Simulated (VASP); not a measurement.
# Cu (R-3m) in VASP: further runs

Cu is run at these levels: PBEsol; tasks: single point.

All numbers are computed with VASP 6.6.1; they aren't measurements. Logs are shortened: lines on timing, memory, paths and dates and some standing lists are left out, and cuts for length are marked.

## Step 1: The cell of the first run

It takes space group R-3m (No. 166, trigonal). The conventional cell has a = 2.405 Å, b = 2.405 Å, c = 7.071 Å, α = 90.00°, β = 90.00°, γ = 120.00°. Cu (site symmetry -3m) has 12 Cu at 2.41 to 2.74 Å within 3.2 Å.

## Step 2: Single point, PBEsol

File INCAR:

```
PREC     = Accurate       # precision mode
ENCUT    = 520            # plane-wave cutoff, eV
EDIFF    = 1E-7           # SCF threshold, eV
ISMEAR   = 0              # smearing method
SIGMA    = 0.15           # smearing width, eV
LREAL    = False          # projectors in reciprocal space
LASPH    = True           # aspherical terms in the spheres
NELM     = 100            # most SCF steps
ALGO     = Fast           # electronic algorithm
ISIF     = 2              # what is computed and relaxed
LWAVE    = False          # write WAVECAR
LCHARG   = False          # write CHGCAR
GGA      = PS             # functional
NBANDS   = 12             # bands
```

File KPOINTS:

```
regular mesh
0
Gamma
  24 24 24
```

File POSCAR:

```
Cu
1.0
    0.2267896830      1.9277123052      1.9277123052
    1.9277123052      0.2267896830      1.9277123052
    1.9277123052      1.9277123052      0.2267896830
Cu
1
Direct
    0.0000000000      0.0000000000      0.0000000000
```

Potentials or basis: VASP PAW PBE potentials, release 64 (Cu).

Run with:

```console
> cat potpaw_PBE.64/Cu/POTCAR > POTCAR
> mpirun -np 1 vasp_std > vasp.out
```

OUTCAR:

```text
PREC = Accurate
   ENCUT = 520
   EDIFF = 1E-7
   ISMEAR = 0
   LREAL = False
   LASPH = True
   NELM = 100
   ISIF = 2
   GGA = PS

 ion  position               nearest neighbor table
   1  0.000  0.000  0.000-

  LATTYP: Found a trigonal (rhomboedric) cell.
 ALAT       =     2.7356138294
 COS(alpha) =     0.6134020619

  Lattice vectors:

 A1 = (   0.2267896830,   1.9277123052,   1.9277123052)
 A2 = (   1.9277123052,   0.2267896830,   1.9277123052)
 A3 = (   1.9277123052,   1.9277123052,   0.2267896830)

Analysis of symmetry for initial positions (statically):
=====================================================================
 Subroutine PRICEL returns:
 Original cell was already a primitive cell.

 Routine SETGRP: Setting up the symmetry group for a
 trigonal (rhombohedral) supercell.

 Subroutine GETGRP returns: Found 12 space group operations
 (whereof 12 operations were pure point group operations)
 out of a pool of 12 trial point group operations.

The static configuration has the point symmetry D_3d.

Analysis of symmetry for dynamics (positions and initial velocities):
=====================================================================
 Subroutine PRICEL returns:
 Original cell was already a primitive cell.

 Routine SETGRP: Setting up the symmetry group for a
 trigonal (rhombohedral) supercell.

 Subroutine GETGRP returns: Found 12 space group operations
 (whereof 12 operations were pure point group operations)
 out of a pool of 12 trial point group operations.

The dynamic configuration has the point symmetry D_3d.

 Subroutine INISYM returns: Found 12 space group operations
 (whereof 12 operations are pure point group operations),
 and found     1 'primitive' translations

----------------------------------------------------------------------------------------

                                     Primitive cell

  volume of cell :      11.8104

  direct lattice vectors                    reciprocal lattice vectors
     0.226789683  1.927712305  1.927712305    -0.310289117  0.277627104  0.277627104
     1.927712305  0.226789683  1.927712305     0.277627104 -0.310289117  0.277627104
     1.927712305  1.927712305  0.226789683     0.277627104  0.277627104 -0.310289117

  length of vectors
     2.735613829  2.735613829  2.735613829     0.500432767  0.500432767  0.500432767

  position of ions in fractional coordinates (direct lattice)
     0.000000000  0.000000000  0.000000000

  ion indices of the primitive-cell ions
   primitive index   ion index
                 1           1

----------------------------------------------------------------------------------------

 KPOINTS: regular mesh

Automatic generation of k-mesh.
 Grid dimensions read from file:
 generate k-points for:   24   24   24

 Generating k-lattice:

  Cartesian coordinates                     Fractional coordinates (reciprocal lattice)
    -0.012928713  0.011567796  0.011567796     0.041666667  0.000000000  0.000000000
     0.011567796 -0.012928713  0.011567796     0.000000000  0.041666667  0.000000000
     0.011567796  0.011567796 -0.012928713     0.000000000  0.000000000  0.041666667

  Length of vectors
     0.020851365  0.020851365  0.020851365

  Shift w.r.t. Gamma in fractional coordinates (k-lattice)
     0.000000000  0.000000000  0.000000000

 Subroutine IBZKPT returns following result:
 ===========================================

 Found   1313 irreducible k-points:

 Following reciprocal coordinates:
            Coordinates               Weight
  0.000000  0.000000  0.000000      1.000000
  0.041667 -0.000000 -0.000000      6.000000
  0.083333  0.000000 -0.000000      6.000000
  0.125000 -0.000000 -0.000000      6.000000
  0.166667 -0.000000 -0.000000      6.000000
  0.208333  0.000000 -0.000000      6.000000
[... 16 lines left out ...]
  0.416667  0.041667 -0.000000     12.000000
  0.458333  0.041667  0.000000     12.000000
 [... further k-points ...]
   k-points           NKPTS =   1313   k-points in BZ     NKDIM =   1313   number of bands    NBANDS=     12
   number of dos      NEDOS =    301   number of ions     NIONS =      1
   total plane-waves  NPLWV =   8000
   dimension x,y,z NGX =    20 NGY =   20 NGZ =   20
   dimension x,y,z NGXF=    40 NGYF=   40 NGZF=   40
   ions per type =               1
   NGX,Y,Z   is equivalent  to a cutoff of  12.15, 12.15, 12.15 a.u.
   NGXF,Y,Z  is equivalent  to a cutoff of  24.31, 24.31, 24.31 a.u.
 SYSTEM =  unknown system
   PREC   = accura    normal or accurate (medium, high low for compatibility)
   ISTART =      0    job   : 0-new  1-cont  2-samecut
   ICHARG =      2    charge: 1-file 2-atom 10-const
   ISPIN  =      1    spin polarized calculation?
   LNONCOLLINEAR =      F non collinear calculations
   LSORBIT =      F    spin-orbit coupling
   LASPH  =      T    aspherical Exc in radial PAW
   ENCUT  =  520.0 eV  38.22 Ry    6.18 a.u.   5.09  5.09  5.09*2*pi/ulx,y,z
   NELM   =    100;   NELMIN=  2; NELMDL= -5     # of ELM steps
   EDIFF  = 0.1E-06   stopping-criterion for ELM
   LREAL  =      F    real-space projection
   EDIFFG = 0.1E-05   stopping-criterion for IOM
   NSW    =      0    number of steps for IOM
   IBRION =     -1    ionic relax: 0-MD 1-quasi-New 2-CG
   NFREE  =      0    steps in history (QN), initial steepest desc. (CG)
   ISIF   =      2    stress and relaxation
   ISYM   =      2    0-nonsym 1-usesym 2-fastsym
   POTIM  = 0.5000    time-step for ionic-motion
   TEBEG  =    0.0;   TEEND  =   0.0 temperature during run
   PSTRESS=    0.0 pullay stress
   NELECT =      11.0000    total number of electrons
   NUPDOWN=      -1.0000    fix difference up-down
   EMIN   =  10.00;   EMAX   =-10.00  energy-range for DOS
   EFERMI =   0.00;   METHOD = LEGACY
   ISMEAR =     0;   SIGMA  =   0.15  broadening in eV -4-tet -1-fermi 0-gaus
   EFERMI_NEDOS =   21; number of points for ismear=-14 and -15
   IALGO  =     68    algorithm
   IMIX   =      4    mixing-type and parameters
     AMIX     =   0.40;   BMIX     =  1.00
     AMIX_MAG =   1.60;   BMIX_MAG =  1.00
  volume/ion in A,a.u.               =      11.81        79.70
  Fermi-wavevector in a.u.,A,eV,Ry     =   1.598763  3.021224 34.777078  2.556043
  Thomas-Fermi vector in A             =   2.696162
   LORBIT       =      0    0 simple, 1 ext, 2 COOP (PROOUT), +10 PAW based schemes
   GGA     = PS    functional components
   LHFCALC =     F    Hartree Fock is set to
   AEXX    =    0.0000 exact exchange contribution
   IVDW    =     0    specifies the selected vdW correction
   LEPSILON=     F    determine dielectric tensor
   LRPA    =     F    only Hartree local field effects (RPA)
 non-spin polarized calculation
 RMM-DIIS sequential band-by-band and
 Gauss-broadening in eV      SIGMA  =   0.15
  energy-cutoff  :      520.00
  volume of cell :       11.81
 maximum number of plane-waves:       333
   NGX = 11   NGY = 11   NGZ = 11

 number of electron      10.9999997 magnetization

 Free energy of the ion-electron system (eV)
  ---------------------------------------------------
  ext. energy  EPLUGINS =         0.00000000
  ---------------------------------------------------
  free energy    TOTEN  =        -4.16333056 eV

  energy without entropy =       -4.16040681  energy(sigma->0) =       -4.16186868

 E-fermi :   7.4331     XC(G=0): -12.8826

 val. band max:        7.4322333080   @ k =  -0.4583   0.2917   0.1667
 cond. band min:       7.4342980285   @ k =   0.4583   0.4167   0.0417
 fundamental gap:      0.0020647205
 Fermi energy:         7.4330916754

 k-point     1 :       0.0000    0.0000    0.0000
  band No.  band energies     occupation
      1      -1.9899      2.00000
      2       3.7300      2.00000
      3       4.4017      2.00000
      4       4.4017      2.00000
      5       5.3780      2.00000
      6       5.3780      2.00000
      7      24.5133      0.00000
      8      29.4306      0.00000
      9      32.9048      0.00000
     10      35.9740      0.00000
     11      35.9740      0.00000
     12      37.9289      0.00000

 k-point     2 :       0.0417   -0.0000   -0.0000
  band No.  band energies     occupation
      1      -1.9200      2.00000
      2       3.7475      2.00000
      3       4.3832      2.00000
      4       4.4259      2.00000
      5       5.3603      2.00000
      6       5.3693      2.00000
      7      24.5092      0.00000
      8      29.5264      0.00000
      9      32.4074      0.00000
     10      34.9255      0.00000
     11      35.5259      0.00000
     12      38.4532      0.00000

 k-point     3 :       0.0833    0.0000   -0.0000
  band No.  band energies     occupation
      1      -1.7116      2.00000
      2       3.7977      2.00000
      3       4.3305      2.00000
      4       4.4971      2.00000
      5       5.3102      2.00000
      6       5.3441      2.00000
      7      24.4983      0.00000
      8      29.7670      0.00000
      9      30.7980      0.00000
     10      34.0735      0.00000
     11      34.7300      0.00000
     12      38.9753      0.00000
[... 286 lines left out ...]
 k-point    23 :       0.4167    0.0417   -0.0000
  band No.  band energies     occupation
      1       2.1987      2.00000
      2       3.8362      2.00000
      3       4.8503      2.00000
      4       5.2400      2.00000
      5       5.4170      2.00000
      6       6.1175      2.00000
      7      14.5484      0.00000
      8      24.1832      0.00000
      9      29.4167      0.00000
     10      30.2295      0.00000
     11      31.4711      0.00000
     12      34.6696      0.00000

 k-point    24 :       0.4583    0.0417    0.0000
  band No.  band energies     occupation
      1       2.3123      2.00000
      2       3.8075      2.00000
      3       4.8207      2.00000
      4       5.4103      2.00000
      5       5.7004      2.00000
      6       6.6699      2.00000
      7      13.0959      0.00000
      8      24.4428      0.00000
      9      29.3364      0.00000
     10      29.6037      0.00000
     11      30.9321      0.00000
     12      34.4961      0.00000

 [... further k-points ...]
[... 5 lines left out ...]
  --------------------------------------------------------------------------------------
  -------------------------------------------------------------------------------------
  Total        0.0325787      0.0325787      0.0325787     -0.7770784     -0.7770784     -0.7770784
  in kB        4.4195637      4.4195637      4.4195637   -105.4169659   -105.4169659   -105.4169659
  external PRESSURE =       4.4195637 kB  Pullay stress =       0.0000000 kB

 VOLUME and BASIS-vectors are now :
 -----------------------------------------------------------------------------
  energy-cutoff  :      520.00
  volume of cell :       11.81
      direct lattice vectors                 reciprocal lattice vectors
     0.226789683  1.927712305  1.927712305    -0.310289117  0.277627104  0.277627104
     1.927712305  0.226789683  1.927712305     0.277627104 -0.310289117  0.277627104
     1.927712305  1.927712305  0.226789683     0.277627104  0.277627104 -0.310289117

 POSITION                                       TOTAL-FORCE (eV/Angst)
 -----------------------------------------------------------------------------------
      0.00000      0.00000      0.00000         0.000000      0.000000     -0.000000
 -----------------------------------------------------------------------------------
    total drift:                                0.000000      0.000000      0.000000

  FREE ENERGIE OF THE ION-ELECTRON SYSTEM (eV)
  ---------------------------------------------------
  free  energy   TOTEN  =        -4.1633305553 eV

  energy  without entropy=       -4.1604068123  energy(sigma->0) =       -4.16186868
```

Run time: 2 min. Hardware: 1 thread of Intel Xeon 6975P-C (Granite Rapids), shared host; peak memory 0.28 GiB.

What came out:

```
Free energy            : -4.1633 eV
Pressure               : 0.4 GPa
Band gap on the k mesh : zero (an odd number of electrons rules out a gap without spin polarisation)
```

Stress tensor (GPa, compression positive):
```
  0.44 -10.54 -10.54
-10.54   0.44 -10.54
-10.54 -10.54   0.44
```

Levels at points of the mesh, in eV from the Fermi level:
```tsv
k point	band 3	band 4	band 5	band 6	band 7	band 8	band 9	band 10
(0.00, 0.00, 0.00)	-3.03	-3.03	-2.06	-2.06	17.08	22.00	25.47	28.54
(0.50, 0.00, 0.00)	-2.61	-1.98	-1.40	-0.45	4.69	17.52	22.23	22.72
(0.50, 0.50, 0.00)	-1.83	-1.60	-1.37	1.55	7.28	10.66	16.06	16.34
(0.50, 0.50, 0.50)	-3.11	-2.39	-1.73	-1.73	1.47	23.74	26.21	26.21
```

Caveat: the PAW data sets were made with another functional, which shifts forces and pressure a little.

## Step 3: Single point, PBEsol

This run uses another cell than the first one, of the same volume but with other edges.

File INCAR:

```
  ALGO = Fast
  EDIFF = 1E-6
  ENCUT = 520
  GGA = PS
  ISIF = 2
  ISMEAR = 0
  LASPH = True
  LCHARG = False
  LREAL = False
  LWAVE = False
  NBANDS = 12
  NELM = 60
  PREC = Accurate
  SIGMA = 0.15
```

File KPOINTS:

```
k-points
0
Gamma
  24 24 24
```

File POSCAR:

```
Cu
1.0
    0.7067548213      2.2212294383      2.2212294383
    2.2212294383      0.7067548213      2.2212294383
    2.2212294383      2.2212294383      0.7067548213
Cu
1
Direct
    0.0000000000      0.0000000000      0.0000000000
```

Potentials or basis: VASP PAW PBE potentials, release 64 (Cu).

Run with:

```console
> cat potpaw_PBE.64/Cu/POTCAR > POTCAR
> mpirun -np 1 vasp_std > vasp.out
```

It took 99 s on 1 thread of Intel Xeon 6975P-C (Granite Rapids), shared host; peak memory 0.29 GiB.

Results (log left out):

```
Free energy            : -3.0805 eV
Pressure               : 55.8 GPa
Band gap on the k mesh : zero (an odd number of electrons rules out a gap without spin polarisation)
```

Stress tensor (GPa, compression positive):
```
 55.81 -33.44 -33.44
-33.44  55.81 -33.44
-33.44 -33.44  55.81
```

Levels at points of the mesh, in eV from the Fermi level:
| k point | band 4 | band 5 | band 6 | band 7 | band 8 | band 9 |
| --- | --- | --- | --- | --- | --- | --- |
| (0.00, 0.00, 0.00) | -3.61 | -1.54 | -1.54 | 7.10 | 13.55 | 29.66 |
| (0.50, 0.00, 0.00) | -2.09 | -0.84 | 1.23 | 7.47 | 13.41 | 18.75 |
| (0.50, 0.50, 0.00) | -1.86 | -0.84 | 2.32 | 9.02 | 9.37 | 14.84 |
| (0.50, 0.50, 0.50) | -3.35 | -1.54 | -1.51 | -1.51 | 28.05 | 29.15 |

Caveat: the cell stands under pressure; the PAW data sets were made with another functional, which shifts forces and pressure a little.
